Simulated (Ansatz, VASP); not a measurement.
Two plane-wave programs on Au

Contents of INCAR:

```
SYSTEM = Au
PREC = Accurate ; ENCUT = 520
EDIFF = 1E-7 ; ISMEAR = 0
SIGMA = 0.1 ; LREAL = .False.
LASPH = .True. ; NELM = 60
ALGO = Fast ; ISIF = 2
LWAVE = .False. ; LCHARG = .False.
GGA = PS ; NBANDS = 18
```

KPOINTS

```
Automatic mesh
0
Gamma
  18 18 14
  0 0 0
```

Contents of POSCAR:

```
Au
1.0
    2.0418799352      2.0418799352      0.0000000000
   -2.0418799352      2.0418799352      0.0000000000
    0.0000000000      0.0000000000      4.0020846730
Au
2
Direct
    0.0000000000      0.0000000000      0.0000000000
    0.5000000000      0.5000000000      0.5000000000
```

Input for Ansatz:

```yaml
crystal:
  lattice:
    - [2.0418799352, 2.0418799352, 0.0]
    - [-2.0418799352, 2.0418799352, 0.0]
    - [0.0, 0.0, 4.002084673]
  atoms:
    - { symbol: Au, position: [0.0, 0.0, 0.0] }
    - { symbol: Au, position: [0.5, 0.5, 0.5] }
basis:
  ecutwfc: 420
kpoints:
  mp_grid: { grid: [18, 18, 14] }
hamiltonian:
  xc: pbesol
scf:
  occupations: { method: gaussian, width: 0.1 }
output:
  forces: true
  stress: true
  eigenvalues: true
```

Change from the starting cell: strain along c alone, the other axes held, atoms relaxed: -2.0 %.

Alike in both runs: task single point; functional PBEsol; k mesh 18 × 18 × 14; occupations gaussian, width 0.1 eV; no spin polarisation.

|  | VASP | Ansatz |
| --- | --- | --- |
| version | VASP 6.6.1 | Ansatz 0.2.0 |
| potentials or method | VASP PAW PBE potentials, release 64 (Au), cutoff 520 eV | scalar-relativistic, plane waves, PAW |
| valence electrons in the cell | 22 | 38 |

|  | VASP | Ansatz | Ansatz less VASP |
| --- | --- | --- | --- |
| gap on the k mesh at the Fermi level (eV) | none | none | - |
| pressure (GPa) | 3.3 | 3.6 | +0.32 |
| traceless stress, the component that is largest in VASP (GPa) | 0.12 | 0.13 | +0.005 |

VASP's potentials were made for PBE, not for PBEsol. A gap of «none» marks a metal or a gap that the smearing closes. VASP's potentials hold 22 valence electrons a cell and Ansatz's 38, so a difference there can come from the potentials and not from the codes.

Neither program's run includes spin-orbit coupling.
